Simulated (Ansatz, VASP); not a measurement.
# Two plane-wave programs on B3As

```
B As
1.0
     4.27889    0.00000    0.00000
     0.00000    4.27889    0.00000
     0.00000    0.00000    4.27889
B As
6 2
Direct
  0.25000 0.00000 0.50000
  0.75000 0.00000 0.50000
  0.50000 0.25000 0.00000
  0.50000 0.75000 0.00000
  0.00000 0.50000 0.25000
  0.00000 0.50000 0.75000
  0.00000 0.00000 0.00000
  0.50000 0.50000 0.50000
```

Alike in both runs: functional PBE; k mesh 4 × 4 × 4; occupations gaussian, width 0.1 eV; no spin polarisation.

Ansatz relaxed the structure, and its values are those at the end. VASP's run is a single point on that final structure, the one shown.

|  | VASP | Ansatz |
| --- | --- | --- |
| version | VASP 6.6.1 | Ansatz 0.2.0 |
| potentials or method | VASP PAW PBE potentials, release 64 (B, As), cutoff 520 eV | scalar-relativistic, plane waves, PAW |
| valence electrons in the cell | 28 | 48 |

|  | VASP | Ansatz | Ansatz less VASP |
| --- | --- | --- | --- |
| gap on the k mesh at the Fermi level (eV) | none | none | - |
| pressure (GPa) | 0.4 | 0.0 | -0.34 |

A gap of «none» marks a metal or a gap that the smearing closes. The functional is the same, so the differences come from potentials, cutoffs and numerics. VASP's potentials hold 28 valence electrons a cell and Ansatz's 48, so a difference there can come from the potentials and not from the codes.

The k mesh is coarse, so the values compare programs but aren't converged.
